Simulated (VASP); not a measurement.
Set up this calculation in VASP 6.6.1, as the native input.

```
Task                   : single point
Functional             : r2SCAN
Potentials or basis    : VASP PAW PBE potentials, release 64 (Zn, Cu)
Cutoff                 : 520 eV
k mesh                 : 14 × 14 × 14
Occupations            : gaussian, width 0.1 eV
Spin                   : no spin polarisation
Dipole correction      : no
Further INCAR settings : ALGO = Normal; EDIFF = 1e-07; NBANDS = 18
```

ZnCu:

```
Zn Cu
1.0
     2.91869    0.00000    0.00000
     0.00000    2.91869    0.00000
     0.00000    0.00000    2.91869
Zn Cu
1 1
Direct
  0.50000 0.50000 0.50000
  0.00000 0.00000 0.00000
```

The input as run:

POSCAR

```
ZnCu
1.0
    2.9186872409      0.0000000000      0.0000000000
    0.0000000000      2.9186872409      0.0000000000
    0.0000000000      0.0000000000      2.9186872409
Zn Cu
1 1
Direct
    0.5000000000      0.5000000000      0.5000000000
    0.0000000000      0.0000000000      0.0000000000
```

INCAR.step1

```
SYSTEM = ZnCu
PREC = Accurate
ENCUT = 520
ISMEAR = 0
SIGMA = 0.1
LREAL = .False.
LASPH = .True.
NELM = 80
NBANDS = 18
GGA = PE
ALGO = Normal
EDIFF = 1E-4
LWAVE = .True.
LCHARG = .False.
```

INCAR.step2

```
SYSTEM = ZnCu
PREC = Accurate
ENCUT = 520
EDIFF = 1E-7
ISMEAR = 0
SIGMA = 0.1
LREAL = .False.
LASPH = .True.
NELM = 80
ALGO = Normal
ISIF = 2
LWAVE = .False.
LCHARG = .False.
METAGGA = R2SCAN
LMIXTAU = .True.
NBANDS = 18
ISTART = 1
```

KPOINTS

```
Automatic mesh
0
Gamma
  14 14 14
  0 0 0
```

Potentials or basis: VASP PAW PBE potentials, release 64 (Zn, Cu).

Run with:

```console
$ cat potpaw_PBE.64/Zn/POTCAR potpaw_PBE.64/Cu/POTCAR > POTCAR
$ cp INCAR.step1 INCAR
$ mpirun -np 1 vasp_std > vasp.out
$ cp INCAR.step2 INCAR
$ mpirun -np 1 vasp_std > vasp.out
```

It gave:

```yaml
Pressure: 0.7 GPa
```

Caveat: the PAW data sets were made with another functional, which shifts forces and pressure a little.

It took 3.5 min on 1 thread of Oxide Virtual Turin-like Processor (shared host), peak memory 0.15 GiB.
